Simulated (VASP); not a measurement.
# Sb (Pm-3m) in VASP: notebook

The runs below take Sb through electric field gradients, density of states, with PBEsol.

All numbers are computed with VASP 6.6.1; they aren't measurements. Logs are shortened: lines on timing, memory, paths and dates and some standing lists are left out, and cuts for length are marked.

### 1 The cell of the first run

Symmetry: Pm-3m, No. 221, cubic system. The conventional cell has a = 3.191 Å, b = 3.191 Å, c = 3.191 Å, α = 90.00°, β = 90.00°, γ = 90.00°. Within 4.2 Å of Sb (site symmetry m-3m) lie 6 Sb at 3.19 Å.

### 2 Electric field gradients, PBEsol (volume scaled by 1.03)

File INCAR:

```
SYSTEM = Sb
PREC = Accurate
ENCUT = 520
EDIFF = 1E-8
ISMEAR = -1
SIGMA = 0.05
LREAL = .FALSE.
LASPH = .TRUE.
NELM = 80
ALGO = Normal
ISIF = 2
LWAVE = .FALSE.
LCHARG = .FALSE.
GGA = PS
LEFG = .TRUE.
NBANDS = 8
```

File KPOINTS:

```
Automatic mesh
0
G
  13 13 13
  0 0 0
```

File POSCAR:

```
Sb
1.0
    3.1912891636      0.0000000000      0.0000000000
    0.0000000000      3.1912891636      0.0000000000
    0.0000000000      0.0000000000      3.1912891636
Sb
1
Direct
    0.0000000000      0.0000000000      0.0000000000
```

Potentials or basis: VASP PAW PBE potentials, release 64 (Sb).

On the command line:

```sh
> cat potpaw_PBE.64/Sb/POTCAR > POTCAR
> mpirun -np 1 vasp_std > vasp.out
```

OUTCAR:

```text
SYSTEM = Sb
   PREC = Accurate
   ENCUT = 520
   EDIFF = 1E-8
   ISMEAR = -1
   LREAL = .FALSE.
   LASPH = .TRUE.
   NELM = 80
   ISIF = 2
   GGA = PS

 ion  position               nearest neighbor table
   1  0.000  0.000  0.000-

  LATTYP: Found a simple cubic cell.
 ALAT       =     3.1912891636

  Lattice vectors:

 A1 = (   3.1912891636,   0.0000000000,   0.0000000000)
 A2 = (   0.0000000000,   3.1912891636,   0.0000000000)
 A3 = (   0.0000000000,   0.0000000000,   3.1912891636)

Analysis of symmetry for initial positions (statically):
=====================================================================
 Subroutine PRICEL returns:
 Original cell was already a primitive cell.

 Routine SETGRP: Setting up the symmetry group for a
 simple cubic supercell.

 Subroutine GETGRP returns: Found 48 space group operations
 (whereof 48 operations were pure point group operations)
 out of a pool of 48 trial point group operations.

The static configuration has the point symmetry O_h .

Analysis of symmetry for dynamics (positions and initial velocities):
=====================================================================
 Subroutine PRICEL returns:
 Original cell was already a primitive cell.

 Routine SETGRP: Setting up the symmetry group for a
 simple cubic supercell.

 Subroutine GETGRP returns: Found 48 space group operations
 (whereof 48 operations were pure point group operations)
 out of a pool of 48 trial point group operations.

The dynamic configuration has the point symmetry O_h .

 Subroutine INISYM returns: Found 48 space group operations
 (whereof 48 operations are pure point group operations),
 and found     1 'primitive' translations

----------------------------------------------------------------------------------------

                                     Primitive cell

  volume of cell :      32.5011

  direct lattice vectors                    reciprocal lattice vectors
     3.191289164  0.000000000  0.000000000     0.313352990  0.000000000  0.000000000
     0.000000000  3.191289164  0.000000000     0.000000000  0.313352990  0.000000000
     0.000000000  0.000000000  3.191289164     0.000000000  0.000000000  0.313352990

  length of vectors
     3.191289164  3.191289164  3.191289164     0.313352990  0.313352990  0.313352990

  position of ions in fractional coordinates (direct lattice)
     0.000000000  0.000000000  0.000000000

  ion indices of the primitive-cell ions
   primitive index   ion index
                 1           1

----------------------------------------------------------------------------------------

 KPOINTS: Automatic mesh

Automatic generation of k-mesh.
 Grid dimensions read from file:
 generate k-points for:   13   13   13

 Generating k-lattice:

  Cartesian coordinates                     Fractional coordinates (reciprocal lattice)
     0.024104076  0.000000000  0.000000000     0.076923077  0.000000000  0.000000000
     0.000000000  0.024104076  0.000000000     0.000000000  0.076923077  0.000000000
     0.000000000  0.000000000  0.024104076     0.000000000  0.000000000  0.076923077

  Length of vectors
     0.024104076  0.024104076  0.024104076

  Shift w.r.t. Gamma in fractional coordinates (k-lattice)
     0.000000000  0.000000000  0.000000000

 Subroutine IBZKPT returns following result:
 ===========================================

 Found     84 irreducible k-points:

 Following reciprocal coordinates:
            Coordinates               Weight
  0.000000  0.000000  0.000000      1.000000
  0.076923  0.000000  0.000000      6.000000
  0.153846  0.000000  0.000000      6.000000
  0.230769  0.000000  0.000000      6.000000
  0.307692  0.000000  0.000000      6.000000
  0.384615  0.000000  0.000000      6.000000
[... 16 lines left out ...]
  0.307692  0.307692  0.000000     12.000000
  0.384615  0.307692  0.000000     24.000000
 [... further k-points ...]
   k-points           NKPTS =     84   k-points in BZ     NKDIM =     84   number of bands    NBANDS=      8
   number of dos      NEDOS =    301   number of ions     NIONS =      1
   total plane-waves  NPLWV =  13824
   dimension x,y,z NGX =    24 NGY =   24 NGZ =   24
   dimension x,y,z NGXF=    48 NGYF=   48 NGZF=   48
   ions per type =               1
   NGX,Y,Z   is equivalent  to a cutoff of  12.50, 12.50, 12.50 a.u.
   NGXF,Y,Z  is equivalent  to a cutoff of  25.00, 25.00, 25.00 a.u.
 SYSTEM =  Sb
   PREC   = accura    normal or accurate (medium, high low for compatibility)
   ISTART =      0    job   : 0-new  1-cont  2-samecut
   ICHARG =      2    charge: 1-file 2-atom 10-const
   ISPIN  =      1    spin polarized calculation?
   LNONCOLLINEAR =      F non collinear calculations
   LSORBIT =      F    spin-orbit coupling
   LASPH  =      T    aspherical Exc in radial PAW
   ENCUT  =  520.0 eV  38.22 Ry    6.18 a.u.   5.93  5.93  5.93*2*pi/ulx,y,z
   NELM   =     80;   NELMIN=  2; NELMDL= -5     # of ELM steps
   EDIFF  = 0.1E-07   stopping-criterion for ELM
   LREAL  =      F    real-space projection
   EDIFFG = 0.1E-06   stopping-criterion for IOM
   NSW    =      0    number of steps for IOM
   IBRION =     -1    ionic relax: 0-MD 1-quasi-New 2-CG
   NFREE  =      0    steps in history (QN), initial steepest desc. (CG)
   ISIF   =      2    stress and relaxation
   ISYM   =      2    0-nonsym 1-usesym 2-fastsym
   POTIM  = 0.5000    time-step for ionic-motion
   TEBEG  =    0.0;   TEEND  =   0.0 temperature during run
   PSTRESS=    0.0 pullay stress
   NELECT =       5.0000    total number of electrons
   NUPDOWN=      -1.0000    fix difference up-down
   EMIN   =  10.00;   EMAX   =-10.00  energy-range for DOS
[... 5 lines left out ...]
     AMIX     =   0.40;   BMIX     =  1.00
     AMIX_MAG =   1.60;   BMIX_MAG =  1.00
  volume/ion in A,a.u.               =      32.50       219.33
  Fermi-wavevector in a.u.,A,eV,Ry     =   0.877200  1.657668 10.469411  0.769480
  Thomas-Fermi vector in A             =   1.997116
   LORBIT       =      0    0 simple, 1 ext, 2 COOP (PROOUT), +10 PAW based schemes
   GGA     = PS    functional components
   LHFCALC =     F    Hartree Fock is set to
   AEXX    =    0.0000 exact exchange contribution
   IVDW    =     0    specifies the selected vdW correction
   LEPSILON=     F    determine dielectric tensor
   LRPA    =     F    only Hartree local field effects (RPA)
 non-spin polarized calculation
  energy-cutoff  :      520.00
  volume of cell :       32.50
 maximum number of plane-waves:       897
 NGX is ok and might be reduce to    24
   NGX = 11   NGY = 11   NGZ = 11

 number of electron       5.0000001 magnetization

 Free energy of the ion-electron system (eV)
  ---------------------------------------------------
  ext. energy  EPLUGINS =         0.00000000
  ---------------------------------------------------
  free energy    TOTEN  =        -4.46950493 eV

  energy without entropy =       -4.46643140  energy(sigma->0) =       -4.46796817

 E-fermi :   5.9913     XC(G=0):  -9.3976

 val. band max:        5.9746857086   @ k =   0.3846   0.3077   0.3077
 cond. band min:       5.9918370758   @ k =   0.3077   0.2308   0.1538
 fundamental gap:      0.0171513672
 Fermi energy:         5.9913316373

 k-point     1 :       0.0000    0.0000    0.0000
  band No.  band energies     occupation
      1      -5.8220      2.00000
      2       8.9944      0.00000
      3       8.9944      0.00000
      4       8.9944      0.00000
      5      12.8181      0.00000
      6      12.8181      0.00000
      7      13.5739      0.00000
      8      23.1825      0.00000

 k-point     2 :       0.0769    0.0000    0.0000
  band No.  band energies     occupation
      1      -5.7438      2.00000
      2       8.0337      0.00000
      3       9.0696      0.00000
      4       9.0696      0.00000
      5      12.8837      0.00000
      6      13.2679      0.00000
      7      14.2751      0.00000
      8      22.3790      0.00000

 k-point     3 :       0.1538    0.0000    0.0000
  band No.  band energies     occupation
      1      -5.5124      2.00000
      2       6.3133      0.00319
      3       9.2883      0.00000
      4       9.2883      0.00000
      5      13.0788      0.00000
      6      13.5733      0.00000
      7      16.2436      0.00000
      8      21.0798      0.00000

 k-point     4 :       0.2308    0.0000    0.0000
  band No.  band energies     occupation
      1      -5.1399      2.00000
      2       4.5823      2.00000
      3       9.6270      0.00000
      4       9.6270      0.00000
      5      13.3975      0.00000
      6      13.9539      0.00000
      7      18.3891      0.00000
      8      19.7902      0.00000

 k-point     5 :       0.3077    0.0000    0.0000
  band No.  band energies     occupation
      1      -4.6569      2.00000
      2       3.0292      2.00000
      3      10.0389      0.00000
      4      10.0389      0.00000
      5      13.8238      0.00000
      6      14.4751      0.00000
      7      18.6361      0.00000
      8      18.6361      0.00000

 k-point     6 :       0.3846    0.0000    0.0000
  band No.  band energies     occupation
      1      -4.1382      2.00000
      2       1.7796      2.00000
      3      10.4396      0.00000
      4      10.4396      0.00000
      5      14.3105      0.00000
      6      15.1463      0.00000
      7      17.7297      0.00000
      8      17.7297      0.00000

 k-point     7 :       0.4615    0.0000    0.0000
  band No.  band energies     occupation
      1      -3.7570      2.00000
      2       1.0284      2.00000
      3      10.7006      0.00000
      4      10.7006      0.00000
      5      14.7089      0.00000
      6      15.9450      0.00000
      7      17.0831      0.00000
      8      17.2129      0.00000
[... 133 lines left out ...]
 k-point    20 :       0.3077    0.2308    0.0000
  band No.  band energies     occupation
      1      -3.9706      2.00000
      2       3.6766      2.00000
      3       5.7019      1.99389
      4      10.6743      0.00000
      5      13.2817      0.00000
      6      14.9296      0.00000
      7      19.1549      0.00000
      8      19.2468      0.00000

 k-point    21 :       0.3846    0.2308    0.0000
  band No.  band energies     occupation
      1      -3.4481      2.00000
      2       2.4270      2.00000
      3       6.1610      0.06501
      4      11.0754      0.00000
      5      12.2585      0.00000
      6      15.4698      0.00000
      7      18.2709      0.00000
      8      18.5042      0.00000

 k-point    22 :       0.4615    0.2308    0.0000
  band No.  band energies     occupation
      1      -3.0626      2.00000
      2       1.6721      2.00000
      3       6.4830      0.00011
      4      11.3366      0.00000
      5      11.6370      0.00000
      6      16.0532      0.00000
      7      17.6803      0.00000
      8      17.7647      0.00000

 k-point    23 :       0.3077    0.3077    0.0000
  band No.  band energies     occupation
      1      -3.4825      2.00000
      2       3.9894      2.00000
      3       4.2793      2.00000
      4      11.0865      0.00000
      5      11.9566      0.00000
      6      15.3669      0.00000
      7      19.3953      0.00000
      8      19.6829      0.00000

 k-point    24 :       0.3846    0.3077    0.0000
  band No.  band energies     occupation
      1      -2.9553      2.00000
      2       2.8640      2.00000
      3       4.6038      2.00000
      4      10.8789      0.00000
      5      11.4862      0.00000
      6      15.9500      0.00000
      7      18.6544      0.00000
      8      19.0250      0.00000

 [... further k-points ...]
[... 5 lines left out ...]
  --------------------------------------------------------------------------------------
  -------------------------------------------------------------------------------------
  Total       -1.2103251     -1.2103251     -1.2103251      0.0000000     -0.0000000      0.0000000
  in kB      -59.6642471    -59.6642471    -59.6642471      0.0000000     -0.0000000      0.0000000
  external PRESSURE =     -59.6642471 kB  Pullay stress =       0.0000000 kB

 VOLUME and BASIS-vectors are now :
 -----------------------------------------------------------------------------
  energy-cutoff  :      520.00
  volume of cell :       32.50
      direct lattice vectors                 reciprocal lattice vectors
     3.191289164  0.000000000  0.000000000     0.313352990  0.000000000  0.000000000
     0.000000000  3.191289164  0.000000000     0.000000000  0.313352990  0.000000000
     0.000000000  0.000000000  3.191289164     0.000000000  0.000000000  0.313352990

 POSITION                                       TOTAL-FORCE (eV/Angst)
 -----------------------------------------------------------------------------------
      0.00000      0.00000      0.00000         0.000000      0.000000      0.000000
 -----------------------------------------------------------------------------------
    total drift:                               -0.000000      0.000000      0.000000

  FREE ENERGIE OF THE ION-ELECTRON SYSTEM (eV)
  ---------------------------------------------------
  free  energy   TOTEN  =        -4.4695049342 eV

  energy  without entropy=       -4.4664313999  energy(sigma->0) =       -4.46796817

 Electric field gradients (V/A^2)
---------------------------------------------------------------------
 ion       V_xx      V_yy      V_zz      V_xy      V_xz      V_yz
---------------------------------------------------------------------
   1       0.000     0.000     0.000    -0.000    -0.000     0.000
---------------------------------------------------------------------

 Electric field gradients after diagonalization (V/A^2)
 (convention: |V_zz| > |V_xx| > |V_yy|)
----------------------------------------------------------------------
 ion       V_xx      V_yy      V_zz     asymmetry (V_yy - V_xx)/ V_zz
----------------------------------------------------------------------
   1       0.000     0.000     0.000      -0.152
----------------------------------------------------------------------

           NMR quadrupolar parameters

 Cq : quadrupolar parameter    Cq=e*Q*V_zz/h
 eta: asymmetry parameters     (V_yy - V_xx)/ V_zz
 Q  : nuclear electric quadrupole moment in mb (millibarn)
----------------------------------------------------------------------
 ion       Cq(MHz)       eta       Q (mb)
----------------------------------------------------------------------
   1       0.000      -0.152       1.000
----------------------------------------------------------------------
```

Wall time 8.3 s (1 thread of Intel Xeon Platinum 8488C (Sapphire Rapids), shared host); peak memory 0.14 GiB.

What came out:

```yaml
Free_energy: -4.4695 eV
Pressure: -6.0 GPa
```

Caveat: without QUAD_EFG the Cq values of the log hold for a quadrupole moment of 1 mb, not for the nuclei; the PAW data sets were made with another functional, which shifts forces and pressure a little; spin-orbit coupling is left out, which moves the levels of the heavy elements.

(Continued in part 2 of 3.)
